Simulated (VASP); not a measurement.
# Sb: single point with PBE

Crystal: Sb.

```
CELL_PARAMETERS angstrom
-1.48466 1.48466 2.44648
1.48466 -1.48466 2.44648
1.48466 1.48466 -2.44648
ATOMIC_POSITIONS crystal
Sb 0.00000 0.00000 0.00000
```

This cell differs from its parent crystal: volume scaled by 0.96.

```yaml
Program: VASP 6.6.1
Task: single point
Functional: PBE
Potentials_or_basis: VASP PAW PBE potentials, release 64 (Sb)
Cutoff: 520 eV
k_mesh: 19 × 19 × 19
Occupations: fermi-dirac, width 0.05 eV
Spin: no spin polarisation
Dipole_correction: no
Further_INCAR_settings: ALGO = Normal; EDIFF = 1e-06; NBANDS = 8
```

| Item | Value |
| --- | --- |
| Pressure | 25.4 GPa |

Stress tensor (GPa, compression positive):
```
26.43  0.00  0.00
 0.00 26.43  0.00
 0.00  0.00 23.22
```

Levels at points of the mesh, in eV from the Fermi level:
```
           k point  band 1  band 2  band 3  band 4  band 5
(0.00, 0.00, 0.00)  -14.96    6.85    7.07    7.07   10.21
```

It took 22 s on 1 thread of Intel(R) Xeon(R) 6975P-C (Granite Rapids), on a shared host, peak memory 0.21 GiB.

Caveat: spin-orbit coupling is left out, which moves the levels of the heavy elements.
